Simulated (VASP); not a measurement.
# Bi2Se3 (I4/mmm) in VASP: further runs, part 2 of 2

VASP 6.6.1. The steps go on from the part before.

## 3. Relaxation of cell and atoms, PBE

This run uses another cell than the first one, of 31.53 Å³/atom.

Contents of INCAR:

```
SYSTEM = Bi2Se3
PREC = Accurate ; ENCUT = 600
EDIFF = 1E-6 ; ISMEAR = 0
SIGMA = 0.1 ; LREAL = .False.
LASPH = .True. ; NELM = 60
ALGO = Normal ; ISIF = 3
LWAVE = .False. ; LCHARG = .False.
GGA = PE ; IBRION = 2
NSW = 90 ; EDIFFG = -0.04
```

Contents of KPOINTS:

```
Automatic mesh
0
Gamma
  6 6 6
  0 0 0
```

Contents of POSCAR:

```
Bi2Se3
1.0
   -2.6211341756      2.6211341756      5.7365774578
    2.6211341756     -2.6211341756      5.7365774578
    2.6211341756      2.6211341756     -5.7365774578
Bi Se
2 3
Direct
    0.7500000000      0.2500000000      0.5000000000
    0.2500000000      0.7500000000      0.5000000000
    0.5000000000      0.0000000000      0.5000000000
    0.0000000000      0.5000000000      0.5000000000
    0.5000000000      0.5000000000      0.0000000000
```

Potentials or basis: VASP PAW PBE potentials, release 64 (Bi_d, Se).

Run with:

```bash
> cat potpaw_PBE.64/Bi_d/POTCAR potpaw_PBE.64/Se/POTCAR > POTCAR
> mpirun -np 1 vasp_std > vasp.out
```

OUTCAR:

```text
SYSTEM = Bi2Se3
   PREC = Accurate
   ENCUT = 600
   EDIFF = 1E-6
   ISMEAR = 0
   LREAL = .False.
   LASPH = .True.
   NELM = 60
   ISIF = 3
   GGA = PE
   IBRION = 2
   NSW = 90
   EDIFFG = -0.04

 ion  position               nearest neighbor table
   1  0.750  0.250  0.500-   3 2.87   4 2.87   2 3.71   2 3.71   2 3.71   2 3.71
   2  0.250  0.750  0.500-   3 2.87   4 2.87   1 3.71   1 3.71   1 3.71   1 3.71
   3  0.500  0.000  0.500-   5 2.62   5 2.62   1 2.87   2 2.87
   4  0.000  0.500  0.500-   5 2.62   5 2.62   1 2.87   2 2.87
   5  0.500  0.500  0.000-   3 2.62   4 2.62   3 2.62   4 2.62

  LATTYP: Found a body centered tetragonal cell.
 ALAT       =     5.2422683512
 C/A-ratio  =     2.1885859607

  Lattice vectors:

 A1 = (  -2.6211341756,   2.6211341756,   5.7365774578)
 A2 = (   2.6211341756,  -2.6211341756,   5.7365774578)
 A3 = (   2.6211341756,   2.6211341756,  -5.7365774578)

Analysis of symmetry for initial positions (statically):
=====================================================================
 Subroutine PRICEL returns:
 Original cell was already a primitive cell.

 Routine SETGRP: Setting up the symmetry group for a
 body centered tetragonal supercell.

 Subroutine GETGRP returns: Found 16 space group operations
 (whereof 16 operations were pure point group operations)
 out of a pool of 16 trial point group operations.

The static configuration has the point symmetry D_4h.

Analysis of symmetry for dynamics (positions and initial velocities):
=====================================================================
 Subroutine PRICEL returns:
 Original cell was already a primitive cell.

 Routine SETGRP: Setting up the symmetry group for a
 body centered tetragonal supercell.

 Subroutine GETGRP returns: Found 16 space group operations
 (whereof 16 operations were pure point group operations)
 out of a pool of 16 trial point group operations.

The dynamic configuration has the point symmetry D_4h.

 Subroutine INISYM returns: Found 16 space group operations
 (whereof 16 operations are pure point group operations),
 and found     1 'primitive' translations

----------------------------------------------------------------------------------------

                                     Primitive cell

  volume of cell :     157.6491

  direct lattice vectors                    reciprocal lattice vectors
    -2.621134176  2.621134176  5.736577458     0.000000000  0.190757118  0.087159984
     2.621134176 -2.621134176  5.736577458     0.190757118  0.000000000  0.087159984
     2.621134176  2.621134176 -5.736577458     0.190757118  0.190757118  0.000000000

  length of vectors
     6.830008028  6.830008028  6.830008028     0.209726347  0.209726347  0.269771303

  position of ions in fractional coordinates (direct lattice)
     0.750000000  0.250000000  0.500000000
     0.250000000  0.750000000  0.500000000
     0.500000000  0.000000000  0.500000000
     0.000000000  0.500000000  0.500000000
     0.500000000  0.500000000  0.000000000

  ion indices of the primitive-cell ions
   primitive index   ion index
                 1           1
                 2           2
                 3           3
                 4           4
                 5           5
[... 52 lines left out ...]
 -0.166667 -0.333333  0.166667      8.000000
 [... further k-points ...]
   k-points           NKPTS =     30   k-points in BZ     NKDIM =     30   number of bands    NBANDS=     28
   number of dos      NEDOS =    301   number of ions     NIONS =      5
   total plane-waves  NPLWV = 175616
   dimension x,y,z NGX =    56 NGY =   56 NGZ =   56
   dimension x,y,z NGXF=   112 NGYF=  112 NGZF=  112
   ions per type =               2   3
   NGX,Y,Z   is equivalent  to a cutoff of  13.63, 13.63, 13.63 a.u.
   NGXF,Y,Z  is equivalent  to a cutoff of  27.26, 27.26, 27.26 a.u.
 SYSTEM =  Bi2Se3
   PREC   = accura    normal or accurate (medium, high low for compatibility)
   ISTART =      0    job   : 0-new  1-cont  2-samecut
   ICHARG =      2    charge: 1-file 2-atom 10-const
   ISPIN  =      1    spin polarized calculation?
   LNONCOLLINEAR =      F non collinear calculations
   LSORBIT =      F    spin-orbit coupling
   LASPH  =      T    aspherical Exc in radial PAW
   ENCUT  =  600.0 eV  44.10 Ry    6.64 a.u.  13.64 13.64 13.64*2*pi/ulx,y,z
   NELM   =     60;   NELMIN=  2; NELMDL= -5     # of ELM steps
   EDIFF  = 0.1E-05   stopping-criterion for ELM
   LREAL  =      F    real-space projection
   EDIFFG = -.4E-01   stopping-criterion for IOM
   NSW    =     90    number of steps for IOM
   IBRION =      2    ionic relax: 0-MD 1-quasi-New 2-CG
   NFREE  =      1    steps in history (QN), initial steepest desc. (CG)
   ISIF   =      3    stress and relaxation
   ISYM   =      2    0-nonsym 1-usesym 2-fastsym
   POTIM  = 0.5000    time-step for ionic-motion
   TEBEG  =    0.0;   TEEND  =   0.0 temperature during run
   PSTRESS=    0.0 pullay stress
   NELECT =      48.0000    total number of electrons
   NUPDOWN=      -1.0000    fix difference up-down
   EMIN   =  10.00;   EMAX   =-10.00  energy-range for DOS
   EFERMI =   0.00;   METHOD = LEGACY
   ISMEAR =     0;   SIGMA  =   0.10  broadening in eV -4-tet -1-fermi 0-gaus
   EFERMI_NEDOS =   21; number of points for ismear=-14 and -15
   IALGO  =     38    algorithm
   IMIX   =      4    mixing-type and parameters
     AMIX     =   0.40;   BMIX     =  1.00
     AMIX_MAG =   1.60;   BMIX_MAG =  1.00
  volume/ion in A,a.u.               =      31.53       212.77
  Fermi-wavevector in a.u.,A,eV,Ry     =   1.101349  2.081247 16.503441  1.212969
  Thomas-Fermi vector in A             =   2.237774
   LORBIT       =      0    0 simple, 1 ext, 2 COOP (PROOUT), +10 PAW based schemes
   GGA     = PE    functional components
   LHFCALC =     F    Hartree Fock is set to
   AEXX    =    0.0000 exact exchange contribution
   IVDW    =     0    specifies the selected vdW correction
   LEPSILON=     F    determine dielectric tensor
   LRPA    =     F    only Hartree local field effects (RPA)
 conjugate gradient relaxation of ions
 non-spin polarized calculation
 Gauss-broadening in eV      SIGMA  =   0.10
  energy-cutoff  :      600.00
  volume of cell :      157.65
 maximum number of plane-waves:      5295
 NGX is ok and might be reduce to    56
   NGX = 27   NGY = 27   NGZ = 27

--------------------------------------- Ionic step        1  -------------------------------------------

 number of electron      48.0000001 magnetization

 Free energy of the ion-electron system (eV)
  ---------------------------------------------------
  ext. energy  EPLUGINS =         0.00000000
  ---------------------------------------------------
  free energy    TOTEN  =       -17.45605092 eV

  energy without entropy =      -17.43618217  energy(sigma->0) =      -17.44611655

------------------------ aborting loop because EDIFF is reached ----------------------------------------

  FORCE on cell =-STRESS in cart. coord.  units (eV):
  Direction    XX          YY          ZZ          XY          YZ          ZX
  --------------------------------------------------------------------------------------
  -------------------------------------------------------------------------------------
  Total       -0.7789612     -0.7789612      0.1586087      0.0000000      0.0000000      0.0000000
  in kB       -7.9165335     -7.9165335      1.6119303      0.0000000      0.0000000      0.0000000
  external PRESSURE =      -4.7403789 kB  Pullay stress =       0.0000000 kB
[... 104 lines left out ...]
--------------------------------------- Ionic step        4  -------------------------------------------

 number of electron      48.0000000 magnetization

 Free energy of the ion-electron system (eV)
  ---------------------------------------------------
  ext. energy  EPLUGINS =         0.00000000
  ---------------------------------------------------
  free energy    TOTEN  =       -17.46458950 eV

  energy without entropy =      -17.44726619  energy(sigma->0) =      -17.45592785

 E-fermi :   3.9874     XC(G=0):  -9.0816

 val. band max:        3.9500231015   @ k =  -0.3333   0.1667  -0.0000
 cond. band min:       4.0049281484   @ k =   0.5000   0.3333   0.0000
 fundamental gap:      0.0549050469
 Fermi energy:         3.9874098477

 k-point     1 :       0.0000    0.0000    0.0000
  band No.  band energies     occupation
      1     -18.9481      2.00000
      2     -18.8987      2.00000
      3     -18.8913      2.00000
      4     -18.8913      2.00000
      5     -18.8848      2.00000
      6     -18.8685      2.00000
[... 733 lines left out ...]
     27       6.5252      0.00000
     28       7.8913      0.00000

 [... further k-points ...]

------------------------ aborting loop because EDIFF is reached ----------------------------------------

  FORCE on cell =-STRESS in cart. coord.  units (eV):
  Direction    XX          YY          ZZ          XY          YZ          ZX
  --------------------------------------------------------------------------------------
  -------------------------------------------------------------------------------------
  Total       -0.0058844     -0.0058844     -0.1017701      0.0000000     -0.0000000      0.0000000
  in kB       -0.0606475     -0.0606475     -1.0488917      0.0000000     -0.0000000      0.0000000
  external PRESSURE =      -0.3900623 kB  Pullay stress =       0.0000000 kB
[... 20 lines left out ...]
  FREE ENERGIE OF THE ION-ELECTRON SYSTEM (eV)
  ---------------------------------------------------
  free  energy   TOTEN  =       -17.4645895019 eV

  energy  without entropy=      -17.4472661899  energy(sigma->0) =      -17.45592785

 reached required accuracy - stopping structural energy minimisation
```

OSZICAR:

```text
N       E                     dE             d eps       ncg     rms          rms(c)
DAV:   1     0.501901866830E+03    0.50190E+03   -0.24854E+04  1688   0.191E+03
DAV:   2     0.442682272557E+02   -0.45763E+03   -0.44696E+03  1748   0.457E+02
DAV:   3    -0.148534221263E+02   -0.59122E+02   -0.56597E+02  2140   0.173E+02
DAV:   4    -0.178937549740E+02   -0.30403E+01   -0.29669E+01  1876   0.385E+01
[... 33 lines left out ...]
DAV:   3    -0.174646272758E+02    0.27628E-02   -0.71104E-03  1952   0.794E-01    0.566E-02
DAV:   4    -0.174646046962E+02    0.22580E-04   -0.85494E-04  1780   0.204E-01    0.333E-02
DAV:   5    -0.174645919876E+02    0.12709E-04   -0.81399E-05  2024   0.783E-02    0.137E-02
DAV:   6    -0.174645897818E+02    0.22057E-05   -0.10536E-05  2068   0.207E-02    0.550E-03
DAV:   7    -0.174645895019E+02    0.27995E-06   -0.15099E-06  1044   0.110E-02
   4 F= -.17464590E+02 E0= -.17455928E+02  d E =-.632654E-03
```

CONTCAR:

```text
Bi2Se3
   1.00000000000000
    -2.5947471328854368    2.5947471328854368    5.7723182178332966
     2.5947471328854368   -2.5947471328854368    5.7723182178332966
     2.5947471328854368    2.5947471328854368   -5.7723182178332966
  Bi              Se
     2     3
Direct
     0.7500000000000000    0.2500000000000000    0.5000000000000000
     0.2500000000000000    0.7500000000000000    0.5000000000000000
     0.5000000000000000    1.0000000000000000    0.5000000000000000
     0.0000000000000000    0.5000000000000000    0.5000000000000000
     0.5000000000000000    0.5000000000000000    0.0000000000000000

  0.00000000E+00  0.00000000E+00  0.00000000E+00
  0.00000000E+00  0.00000000E+00  0.00000000E+00
  0.00000000E+00  0.00000000E+00  0.00000000E+00
  0.00000000E+00  0.00000000E+00  0.00000000E+00
  0.00000000E+00  0.00000000E+00  0.00000000E+00
```

Wall time 7.1 min (1 thread of AMD EPYC 9R14 (Zen 4), shared host); peak memory 0.5 GiB.

What came out:

```yaml
Free_energy: -17.4646 eV
Relaxed_volume: 31.09 Å³/atom
Relaxed_cell: a = 6.840 Å, b = 6.840 Å, c = 6.840 Å, α = 135.41°, β = 135.41°, γ = 64.89°
Space_group_after_relaxing_to_0.1_Å: I4/mmm (No. 139)
Energy_gained_by_relaxing: 1.7 meV/atom
Ionic_steps: 4
Pressure_after_relaxing: 0.0 GPa
Band_gap_on_the_k_mesh: zero (bands 24 and 25 overlap by 0.37 eV)
```

Stress tensor (GPa, compression positive):
```
-0.01  0.00  0.00
 0.00 -0.01  0.00
 0.00  0.00 -0.10
```

Step by step:
```csv
step,energy change (eV),largest force (eV/Å),pressure (GPa),volume (Å³)
1,0.0000,0.0000,-0.47,157.65
2,-0.0075,0.0000,0.03,155.53
3,-0.0079,0.0000,0.16,154.99
4,-0.0085,0.0000,-0.04,155.45
```

Final structure:
```yaml
crystal:
  lattice:
    - [-2.59475, 2.59475, 5.77232]
    - [2.59475, -2.59475, 5.77232]
    - [2.59475, 2.59475, -5.77232]
  atoms:
    - { symbol: Bi, position: [0.75000, 0.25000, 0.50000] }
    - { symbol: Bi, position: [0.25000, 0.75000, 0.50000] }
    - { symbol: Se, position: [0.50000, 0.00000, 0.50000] }
    - { symbol: Se, position: [0.00000, 0.50000, 0.50000] }
    - { symbol: Se, position: [0.50000, 0.50000, 0.00000] }
```

Caveat: spin-orbit coupling is left out, which moves the levels of the heavy elements.

## 4. Single point, PBE

This run uses another cell than the first one, of 30.86 Å³/atom.

Contents of INCAR:

```
ALGO = Normal ; EDIFF = 1E-6
ENCUT = 520 ; GGA = PE
ISIF = 2 ; ISMEAR = 0
LASPH = True ; LCHARG = False
LREAL = False ; LWAVE = False
NBANDS = 32 ; NELM = 60
PREC = Accurate ; SIGMA = 0.1
```

Contents of KPOINTS:

```
k-points
0
Gamma
  10 10 10
```

POSCAR, as its differences from that of step 3:

```diff
@@ -2,5 +2,5 @@
 1.0
-   -2.6211341756      2.6211341756      5.7365774578
-    2.6211341756     -2.6211341756      5.7365774578
-    2.6211341756      2.6211341756     -5.7365774578
+   -2.5780267472      2.5780267472      5.8033940214
+    2.5780267472     -2.5780267472      5.8033940214
+    2.5780267472      2.5780267472     -5.8033940214
 Bi Se
```

Run with:

```bash
> cat potpaw_PBE.64/Bi_d/POTCAR potpaw_PBE.64/Se/POTCAR > POTCAR
> mpirun -np 1 vasp_std > vasp.out
```

Wall time 9.3 min (1 thread of AMD EPYC 9R14 (Zen 4), shared host); peak memory 0.63 GiB.

It converged, with:

```
Free energy            : -17.4332 eV
Pressure               : 0.0 GPa
Band gap on the k mesh : zero (bands 24 and 25 overlap by 0.52 eV)
```

Levels at points of the mesh, in eV from the Fermi level:
| k point | band 21 | band 22 | band 23 | band 24 | band 25 | band 26 | band 27 | band 28 |
| --- | --- | --- | --- | --- | --- | --- | --- | --- |
| (0.00, 0.00, 0.00) | -1.11 | -1.11 | -0.78 | -0.66 | 1.53 | 2.89 | 2.89 | 4.29 |
| (0.50, 0.00, 0.00) | -1.66 | -1.19 | -0.35 | -0.20 | -0.08 | 0.10 | 0.84 | 2.96 |
| (0.50, 0.50, 0.00) | -1.22 | -1.21 | -1.19 | -1.17 | -0.22 | 0.08 | 0.63 | 3.33 |
| (0.50, 0.50, 0.50) | -1.75 | -0.50 | -0.50 | -0.49 | 0.04 | 2.29 | 2.29 | 3.83 |

Caveat: spin-orbit coupling is left out, which moves the levels of the heavy elements.

## 5. Summary

| task | cell | k mesh | cutoff (eV) | gap on the mesh (eV) | pressure (GPa) | relaxed volume (Å³/atom) |
| --- | --- | --- | --- | --- | --- | --- |
| relaxation of cell and atoms | relaxed from a = 5.888 Å, angles 118.1, 118.1, 93.4°, 5 atoms | 4 × 4 × 4 | 600 | none | -0.1 | 31.44 |
| relaxation of cell and atoms | relaxed from a = 6.830 Å, angles 134.9, 134.9, 65.7°, 5 atoms | 6 × 6 × 6 | 600 | none | 0.0 | 31.09 |
| single point | a = 6.854 Å, angles 135.8, 135.8, 64.3°, 5 atoms | 10 × 10 × 10 | 520 | none | 0.0 | - |

Alike in all rows: level PBE; potentials or basis VASP PAW PBE potentials, release 64 (Bi_d, Se); no spin polarisation; smearing gaussian 0.1 eV.

Caveats: spin-orbit coupling is left out, which moves the levels of the heavy elements; a cell axis changed by over 15 % at a fixed basis, so the end point is rough (at least some runs).

Absolute energies hang on the potentials; compare differences alone.
